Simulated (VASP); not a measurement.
Input of a VASP 6.6.1 run:

Contents of INCAR:

```
SYSTEM = Lu
PREC     = Accurate       ! precision mode
ENCUT    = 520            ! plane-wave cutoff, eV
EDIFF    = 1E-6           ! SCF threshold, eV
ISMEAR   = 0              ! smearing method
SIGMA    = 0.05           ! smearing width, eV
LREAL    = .FALSE.        ! projectors in reciprocal space
LASPH    = .TRUE.         ! aspherical terms in the spheres
NELM     = 60             ! most SCF steps
ALGO     = Normal         ! electronic algorithm
ISIF     = 2              ! what is computed and relaxed
LWAVE    = .FALSE.        ! write WAVECAR
LCHARG   = .FALSE.        ! write CHGCAR
GGA      = PS             ! functional
NBANDS   = 18             ! bands
```

The input KPOINTS:

```
Automatic mesh
0
G
  6 6 6
  0 0 0
```

Contents of POSCAR:

```
Lu
1.0
    1.6845563097      1.6845563097      1.6845563097
   -1.6845563097      1.6845563097      1.6845563097
   -1.6845563097     -1.6845563097      1.6845563097
Lu
1
Direct
    0.0000000000      0.0000000000      0.0000000000
```

Potentials or basis: VASP PAW PBE potentials, release 64 (Lu).

Run with:

```sh
$ cat potpaw_PBE.64/Lu/POTCAR > POTCAR
$ mpirun -np 1 vasp_std > vasp.out
```

Question: Predict the pressure.

Answer: 30.7 GPa.

Caveat: the k points lie up to 0.44 Å⁻¹ apart; the PAW data sets were made with another functional, which shifts forces and pressure a little.
